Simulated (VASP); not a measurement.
A run of VASP 6.6.1 is set up as follows.

INCAR

```
ALGO     = Normal         # electronic algorithm
EDIFF    = 1E-7           # SCF threshold, eV
ENCUT    = 520            # plane-wave cutoff, eV
GGA      = PE             # functional
ISIF     = 2              # what is computed and relaxed
ISMEAR   = -1             # smearing method
LASPH    = True           # aspherical terms in the spheres
LCHARG   = True           # write CHGCAR
LELF     = True           # ELF
LREAL    = False          # projectors in reciprocal space
LVHAR    = True         
LWAVE    = False          # write WAVECAR
NBANDS   = 20             # bands
NELM     = 60             # most SCF steps
PREC     = Accurate       # precision mode
SIGMA    = 0.05           # smearing width, eV
```

The input KPOINTS:

```
k-points
0
Gamma
  5 5 7
```

The input POSCAR:

```
Rb
1.0
    6.2055736082      0.0000000000      0.0000000000
   -3.1027868041      5.3741843897      0.0000000000
    0.0000000000      0.0000000000      3.7076322576
Rb
3
Direct
    0.0000000000      0.0000000000      0.0000000000
    0.3333333333      0.6666666667      0.5000000000
    0.6666666667      0.3333333333      0.5000000000
```

Potentials or basis: VASP PAW PBE potentials, release 64 (Rb_sv).

Command:

```console
$ cat potpaw_PBE.64/Rb_sv/POTCAR > POTCAR
$ mpirun -np 1 vasp_std > vasp.out
```

Problem. Predict the band gap on the k mesh.

Solution. Zero (an odd number of electrons rules out a gap without spin polarisation).

Problem. Predict the pressure.

Solution. 8.7 GPa.

Caveat: the cell stands under pressure.
